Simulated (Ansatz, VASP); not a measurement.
**F: VASP beside Ansatz**

The input INCAR:

```
SYSTEM = F
PREC = Accurate
ENCUT = 520
EDIFF = 1E-6
ISMEAR = -1
SIGMA = 0.1
LREAL = .False.
LASPH = .True.
NELM = 80
ALGO = Normal
ISIF = 2
LWAVE = .False.
LCHARG = .False.
NBANDS = 14
```

The input KPOINTS:

```
Automatic mesh
0
Gamma
  14 14 14
  0 0 0
```

File POSCAR:

```
F
1.0
    0.0000000000      2.1647749842      2.1647749842
    2.1647749842      0.0000000000      2.1647749842
    2.1647749842      2.1647749842      0.0000000000
F
2
Direct
   -0.1250000000     -0.1250000000     -0.1250000000
    0.1250000000      0.1250000000      0.1250000000
```

Input for Ansatz:

```yaml
crystal:
  lattice:
    - [0.0, 2.1647749842, 2.1647749842]
    - [2.1647749842, 0.0, 2.1647749842]
    - [2.1647749842, 2.1647749842, 0.0]
  atoms:
    - { symbol: F, position: [-0.125, -0.125, -0.125] }
    - { symbol: F, position: [0.125, 0.125, 0.125] }
kpoints:
  mp_grid: { grid: [14, 14, 14] }
scf:
  occupations: { method: fermi_dirac, width: 0.1 }
hamiltonian:
  xc: lda
  pseudopotentials: { kind: all_electron, lapw: { basis_error: 0.001 } }
output:
  forces: true
  stress: true
  eigenvalues: true
  populations: true
```

Change from the starting cell: volume scaled by 0.8, LAPW.

Alike in both runs: task single point; functional LDA; k mesh 14 × 14 × 14; occupations fermi-dirac, width 0.1 eV; no spin polarisation.

```csv
,VASP,Ansatz
version,VASP 6.6.1,Ansatz 0.2.0
potentials or method,"VASP PAW LDA potentials, release 64 (F), cutoff 520 eV","all-electron LAPW, scalar-relativistic"
```

```tsv
	VASP	Ansatz	Ansatz less VASP
pressure (GPa)	23.1	23.4	+0.29
```

LDA's correlation is that of Perdew and Zunger in VASP and of Perdew and Wang (1992) in Ansatz. Ansatz ran all-electron here, and VASP with PAW potentials.
